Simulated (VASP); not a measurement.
Input of a VASP 6.6.1 run:

File INCAR:

```
SYSTEM = Cr
  PREC = Accurate
  ENCUT = 520
  EDIFF = 1E-7
  ISMEAR = -1
  SIGMA = 0.1
  LREAL = .FALSE.
  LASPH = .TRUE.
  NELM = 150
  ALGO = Normal
  ISIF = 2
  LWAVE = .FALSE.
  LCHARG = .FALSE.
  ISPIN = 2
  MAGMOM = 2 2 2
  LORBIT = 11
  LMAXMIX = 4
  LDIPOL = .TRUE.
  IDIPOL = 3
  DIPOL = 0.5 0.5 0.500
  GGA = PE
  EFIELD = -0.1
  NBANDS = 29
```

Contents of KPOINTS:

```
Automatic mesh
0
G
  14 14 1
  0 0 0
```

POSCAR

```
Cr
1.0
    2.8486260734      0.0000000000      0.0000000000
    0.0000000000      2.8486260734      0.0000000000
    0.0000000000      0.0000000000     18.8486000000
Cr
3
Direct
    0.0000000000      0.0000000000      0.4221599948
    0.5000000000      0.5000000000      0.4999999990
    0.0000000000      0.0000000000      0.5778400062
```

Potentials or basis: VASP PAW PBE potentials, release 64 (Cr_pv).

The run is started by

```sh
$ cat potpaw_PBE.64/Cr_pv/POTCAR > POTCAR
$ mpirun -np 1 vasp_std > vasp.out
```

Q: Predict the net moment.

A: 4.48 μB per cell.

Q: Predict the site moments.

A: Cr +2.93, -1.98 (each value once) μB.

Forces in eV/Å, atoms in the order of the input:
```
Cr   0.000  0.000 -0.027
Cr   0.000  0.000 -0.001
Cr   0.000  0.000  0.027
```
